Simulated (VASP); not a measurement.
# InAs in VASP: single point with PBEsol

Aim: the single point of InAs with PBEsol.

Everything below comes from runs of VASP 6.6.1. Logs are shortened: lines on timing, memory, paths and dates and some standing lists are left out, and cuts for length are marked.

## 1. The cell of the first run

The cell holds a slab with vacuum, 18 atoms: a = 6.087 Å, b = 7.456 Å, c = 26.570 Å, α = 90.00°, β = 90.00°, γ = 114.09°.

## 2. Single point, PBEsol

INCAR

```
SYSTEM = InAs
PREC = Accurate ; ENCUT = 520
EDIFF = 1E-6 ; ISMEAR = 0
SIGMA = 0.1 ; LREAL = Auto
LASPH = .True. ; NELM = 60
ALGO = Fast ; ISIF = 2
LWAVE = .False. ; LCHARG = .False.
LDIPOL = .True. ; IDIPOL = 3
DIPOL = 0.5 0.5 0.500 ; GGA = PS
NBANDS = 96
```

KPOINTS

```
Automatic mesh
0
Gamma
  6 5 1
  0 0 0
```

POSCAR

```
InAs
1.0
    6.0874659232      0.0000000000      0.0000000000
   -3.0437329616      6.8059938075      0.0000000000
    0.0000000000      0.0000000000     26.5701894727
As In
9 9
Direct
    0.1000000000      0.7000000000      0.2822712276
    0.8000000000      0.1000000000      0.3335015270
    0.5000000000      0.5000000000      0.3847318264
    0.2000000000      0.9000000000      0.4359621258
    0.9000000000      0.3000000000      0.4871924252
    0.6000000000      0.7000000000      0.5384227245
    0.3000000000      0.1000000000      0.5896530239
    0.0000000000      0.5000000000      0.6408833233
    0.7000000000      0.9000000000      0.6921136227
    0.7000000000      0.4000000000      0.3078863773
    0.4000000000      0.8000000000      0.3591166767
    0.1000000000      0.2000000000      0.4103469761
    0.8000000000      0.6000000000      0.4615772755
    0.5000000000      0.0000000000      0.5128075748
    0.2000000000      0.4000000000      0.5640378742
    0.9000000000      0.8000000000      0.6152681736
    0.6000000000      0.2000000000      0.6664984730
    0.3000000000      0.6000000000      0.7177287724
```

Potentials or basis: VASP PAW PBE potentials, release 64 (As, In_d).

Started as:

```console
cat potpaw_PBE.64/As/POTCAR potpaw_PBE.64/In_d/POTCAR > POTCAR
mpirun -np 1 vasp_std > vasp.out
```

OUTCAR:

```text
SYSTEM = InAs
   PREC = Accurate
   ENCUT = 520
   EDIFF = 1E-6
   ISMEAR = 0
   LREAL = Auto
   LASPH = .True.
   NELM = 60
   ISIF = 2
   GGA = PS

 ion  position               nearest neighbor table
   1  0.100  0.700  0.282-  10 2.64  11 2.64
   2  0.800  0.100  0.334-  10 2.64  11 2.64  12 2.64
   3  0.500  0.500  0.385-  11 2.64  12 2.64  13 2.64  10 2.64
   4  0.200  0.900  0.436-  14 2.64  13 2.64  12 2.64  11 2.64
   5  0.900  0.300  0.487-  15 2.64  14 2.64  13 2.64  12 2.64
   6  0.600  0.700  0.538-  13 2.64  15 2.64  14 2.64  16 2.64
   7  0.300  0.100  0.590-  15 2.64  16 2.64  14 2.64  17 2.64
   8  0.000  0.500  0.641-  17 2.64  16 2.64  18 2.64  15 2.64
   9  0.700  0.900  0.692-  18 2.64  17 2.64  16 2.64
  10  0.700  0.400  0.308-   2 2.64   1 2.64   3 2.64
  11  0.400  0.800  0.359-   2 2.64   3 2.64   1 2.64   4 2.64
  12  0.100  0.200  0.410-   3 2.64   4 2.64   5 2.64   2 2.64
  13  0.800  0.600  0.462-   6 2.64   4 2.64   5 2.64   3 2.64
  14  0.500  0.000  0.513-   4 2.64   5 2.64   6 2.64   7 2.64
  15  0.200  0.400  0.564-   5 2.64   7 2.64   6 2.64   8 2.64
  16  0.900  0.800  0.615-   8 2.64   7 2.64   6 2.64   9 2.64
  17  0.600  0.200  0.666-   8 2.64   9 2.64   7 2.64
  18  0.300  0.600  0.718-   9 2.64   8 2.64

  LATTYP: Found a base centered orthorhombic cell.
 ALAT       =     6.0874659232
 B/A-ratio  =     2.2360679775
 C/A-ratio  =     4.3647372828

  Lattice vectors:

 A1 = (   3.0437329616,  -6.8059938075,   0.0000000000)
 A2 = (   3.0437329616,   6.8059938075,   0.0000000000)
 A3 = (   0.0000000000,   0.0000000000,  26.5701894727)

Analysis of symmetry for initial positions (statically):
=====================================================================
 Subroutine PRICEL returns:
 Original cell was already a primitive cell.

 Routine SETGRP: Setting up the symmetry group for a
 base centered orthorhombic supercell.

 Subroutine GETGRP returns: Found  1 space group operations
 (whereof  1 operations were pure point group operations)
 out of a pool of  8 trial point group operations.

The static configuration has the point symmetry C_1 .

Analysis of symmetry for dynamics (positions and initial velocities):
=====================================================================
 Subroutine PRICEL returns:
 Original cell was already a primitive cell.

 Routine SETGRP: Setting up the symmetry group for a
 base centered orthorhombic supercell.

 Subroutine GETGRP returns: Found  1 space group operations
 (whereof  1 operations were pure point group operations)
 out of a pool of  8 trial point group operations.

The dynamic configuration has the point symmetry C_1 .

 Subroutine INISYM returns: Found  1 space group operations
 (whereof  1 operations are pure point group operations),
 and found     1 'primitive' translations

----------------------------------------------------------------------------------------

                                     Primitive cell

  volume of cell :    1100.8363

  direct lattice vectors                    reciprocal lattice vectors
     6.087465923  0.000000000  0.000000000     0.164271967  0.073464657  0.000000000
    -3.043732962  6.805993808  0.000000000     0.000000000  0.146929314  0.000000000
     0.000000000  0.000000000 26.570189473     0.000000000  0.000000000  0.037636164

  length of vectors
     6.087465923  7.455592669 26.570189473     0.179950924  0.146929314  0.037636164

  position of ions in fractional coordinates (direct lattice)
     0.100000000  0.700000000  0.282271228
     0.800000000  0.100000000  0.333501527
     0.500000000  0.500000000  0.384731826
     0.200000000  0.900000000  0.435962126
     0.900000000  0.300000000  0.487192425
     0.600000000  0.700000000  0.538422725
[... 10 lines left out ...]
     0.600000000  0.200000000  0.666498473
     0.300000000  0.600000000  0.717728772
[... 52 lines left out ...]
|     Your reciprocal lattice and k-lattice belong to different lattice       |
|     classes:                                                                |
|                                                                             |
|        The reciprocal lattice is base centered orthorhombic,                |
|        whereas your k-lattice is simple monoclinic.                         |
|                                                                             |
|     Results are often still useful ...                                      |
|                                                                             |
 -----------------------------------------------------------------------------

 WARNING: IBZKPT: internal override: KBLOWUP is changed to .FALSE.
      ... skipping the blow-up phase ...

 Subroutine IBZKPT returns following result:
 ===========================================

 Found     16 irreducible k-points:

 Following reciprocal coordinates:
            Coordinates               Weight
  0.000000  0.000000  0.000000      1.000000
  0.166667  0.000000  0.000000      2.000000
  0.333333  0.000000  0.000000      2.000000
  0.500000  0.000000  0.000000      1.000000
  0.000000  0.200000  0.000000      2.000000
  0.166667  0.200000  0.000000      2.000000
[... 8 lines left out ...]
 -0.333333  0.400000  0.000000      2.000000
 -0.166667  0.400000  0.000000      2.000000
   k-points           NKPTS =     16   k-points in BZ     NKDIM =     16   number of bands    NBANDS=     96
   number of dos      NEDOS =    301   number of ions     NIONS =     18
   total plane-waves  NPLWV = 537600
   dimension x,y,z NGX =    48 NGY =   56 NGZ =  200
   dimension x,y,z NGXF=    96 NGYF=  112 NGZF=  400
   ions per type =               9   9
   NGX,Y,Z   is equivalent  to a cutoff of  13.11, 12.49, 12.51 a.u.
   NGXF,Y,Z  is equivalent  to a cutoff of  26.22, 24.97, 25.03 a.u.
 SYSTEM =  InAs
   PREC   = accura    normal or accurate (medium, high low for compatibility)
   ISTART =      0    job   : 0-new  1-cont  2-samecut
   ICHARG =      2    charge: 1-file 2-atom 10-const
   ISPIN  =      1    spin polarized calculation?
   LNONCOLLINEAR =      F non collinear calculations
   LSORBIT =      F    spin-orbit coupling
   LASPH  =      T    aspherical Exc in radial PAW
   ENCUT  =  520.0 eV  38.22 Ry    6.18 a.u.  11.32 13.86 49.40*2*pi/ulx,y,z
   NELM   =     60;   NELMIN=  2; NELMDL= -5     # of ELM steps
   EDIFF  = 0.1E-05   stopping-criterion for ELM
   LREAL  =      T    real-space projection
   EDIFFG = 0.1E-04   stopping-criterion for IOM
   NSW    =      0    number of steps for IOM
   IBRION =     -1    ionic relax: 0-MD 1-quasi-New 2-CG
   NFREE  =      0    steps in history (QN), initial steepest desc. (CG)
   ISIF   =      2    stress and relaxation
   ISYM   =      2    0-nonsym 1-usesym 2-fastsym
   POTIM  = 0.5000    time-step for ionic-motion
   TEBEG  =    0.0;   TEEND  =   0.0 temperature during run
   PSTRESS=    0.0 pullay stress
   NELECT =     162.0000    total number of electrons
   NUPDOWN=      -1.0000    fix difference up-down
   EMIN   =  10.00;   EMAX   =-10.00  energy-range for DOS
   EFERMI =   0.00;   METHOD = LEGACY
   ISMEAR =     0;   SIGMA  =   0.10  broadening in eV -4-tet -1-fermi 0-gaus
   EFERMI_NEDOS =   21; number of points for ismear=-14 and -15
   IALGO  =     68    algorithm
   IMIX   =      4    mixing-type and parameters
     AMIX     =   0.40;   BMIX     =  1.00
     AMIX_MAG =   1.60;   BMIX_MAG =  1.00
  volume/ion in A,a.u.               =      61.16       412.71
  Fermi-wavevector in a.u.,A,eV,Ry     =   0.864315  1.633319 10.164112  0.747041
  Thomas-Fermi vector in A             =   1.982394
   LORBIT       =      0    0 simple, 1 ext, 2 COOP (PROOUT), +10 PAW based schemes
   GGA     = PS    functional components
   LHFCALC =     F    Hartree Fock is set to
   AEXX    =    0.0000 exact exchange contribution
   IVDW    =     0    specifies the selected vdW correction
   LEPSILON=     F    determine dielectric tensor
   LRPA    =     F    only Hartree local field effects (RPA)
 non-spin polarized calculation
 RMM-DIIS sequential band-by-band and
 Gauss-broadening in eV      SIGMA  =   0.10
  energy-cutoff  :      520.00
  volume of cell :     1100.84
 maximum number of plane-waves:     29710
 NGX is ok and might be reduce to    48
   NGX = 23   NGY = 27   NGZ = 99

 dipolmoment           0.000000      0.000000      0.425516 electrons x Angstroem

 number of electron     162.0000011 magnetization

 dipolmoment           0.000000      0.000000     -0.123306 electrons x Angstroem

 Free energy of the ion-electron system (eV)
  ---------------------------------------------------
  ext. energy  EPLUGINS =         0.00000000
  ---------------------------------------------------
  free energy    TOTEN  =       -70.10734367 eV

  energy without entropy =      -70.05591060  energy(sigma->0) =      -70.08162713

 E-fermi :  -0.5692     XC(G=0):  -4.8510

 val. band max:       -0.5740949776   @ k =   0.0000   0.0000   0.0000
 cond. band min:      -0.5563021613   @ k =   0.1667   0.0000   0.0000
 fundamental gap:      0.0177928163
 Fermi energy:        -0.5692387735

 k-point     1 :       0.0000    0.0000    0.0000
  band No.  band energies     occupation
      1     -15.2833      2.00000
      2     -15.2475      2.00000
      3     -15.2178      2.00000
      4     -15.1668      2.00000
      5     -15.1414      2.00000
      6     -15.1243      2.00000
[... 1525 lines left out ...]
     92       2.1267      0.00000
     93       2.3226      0.00000
 [bands above 93 left out]

------------------------ aborting loop because EDIFF is reached ----------------------------------------

 vacuum level on the upper side and lower side of the slab       (xc-potential included)        -0.369         0.161

  FORCE on cell =-STRESS in cart. coord.  units (eV):
  Direction    XX          YY          ZZ          XY          YZ          ZX
  --------------------------------------------------------------------------------------
  -------------------------------------------------------------------------------------
  Total       -2.2270418     -2.4216093      1.2615893      0.2072266     -0.5398772      0.5316357
  in kB       -3.2412775     -3.5244546      1.8361402      0.3016014     -0.7857472      0.7737524
  external PRESSURE =      -1.6431973 kB  Pullay stress =       0.0000000 kB

 VOLUME and BASIS-vectors are now :
 -----------------------------------------------------------------------------
  energy-cutoff  :      520.00
  volume of cell :     1100.84
      direct lattice vectors                 reciprocal lattice vectors
     6.087465923  0.000000000  0.000000000     0.164271967  0.073464657  0.000000000
    -3.043732962  6.805993808  0.000000000     0.000000000  0.146929314  0.000000000
     0.000000000  0.000000000 26.570189473     0.000000000  0.000000000  0.037636164

 POSITION                                       TOTAL-FORCE (eV/Angst)
 -----------------------------------------------------------------------------------
     -1.52187      4.76420      7.50000        -0.432198      0.161093     -0.276807
      4.56560      0.68060      8.86120         0.147357     -0.529586     -0.472946
      1.52187      3.40300     10.22240        -0.296613     -0.186721     -0.048484
     -1.52187      6.12539     11.58360        -0.122821     -0.011071      0.218465
      4.56560      2.04180     12.94480        -0.065501      0.031939      0.162202
      1.52187      4.76420     14.30599        -0.074227     -0.039643     -0.063977
[... 10 lines left out ...]
      3.04373      1.36120     17.70899         0.412010     -0.505529     -0.534064
     -0.00000      4.08360     19.07019         0.417717     -0.069203     -0.058516
 -----------------------------------------------------------------------------------
    total drift:                                0.040343      0.002988     -0.031358

  FREE ENERGIE OF THE ION-ELECTRON SYSTEM (eV)
  ---------------------------------------------------
  free  energy   TOTEN  =       -70.1073436683 eV

  energy  without entropy=      -70.0559105959  energy(sigma->0) =      -70.08162713

 vacuum level on the upper side and lower side of the slab         3.799         4.342
```

Run time: 2.5 h. Hardware: 1 thread of Oxide Virtual Turin-like, shared host; peak memory 1.6 GiB.

Results:

```
Free energy            : -70.1073 eV
Largest force          : 1.367 eV/Å
Band gap on the k mesh : 0.02 eV (least direct gap 0.09 eV)
```

Forces on the atoms (eV/Å):
```
As  -0.432  0.161 -0.277
As   0.147 -0.530 -0.473
As  -0.297 -0.187 -0.048
As  -0.123 -0.011  0.218
As  -0.066  0.032  0.162
As  -0.074 -0.040 -0.064
As  -0.304  0.143  0.215
As  -0.464  0.056  0.162
As   0.144  0.390  0.587
In   0.984  0.531  0.786
In  -0.194 -0.072 -0.199
In  -0.173  0.080 -0.114
In   0.137 -0.006 -0.023
In   0.110 -0.002 -0.119
In   0.070 -0.105 -0.226
In  -0.296  0.134  0.005
In   0.412 -0.506 -0.534
In   0.418 -0.069 -0.059
```

Caveat: the smearing spreads over this small gap; semilocal functionals underestimate gaps, and a narrow one can read as zero; the PAW data sets were made with another functional, which shifts forces and pressure a little; spin-orbit coupling is left out, which moves the levels of the heavy elements.
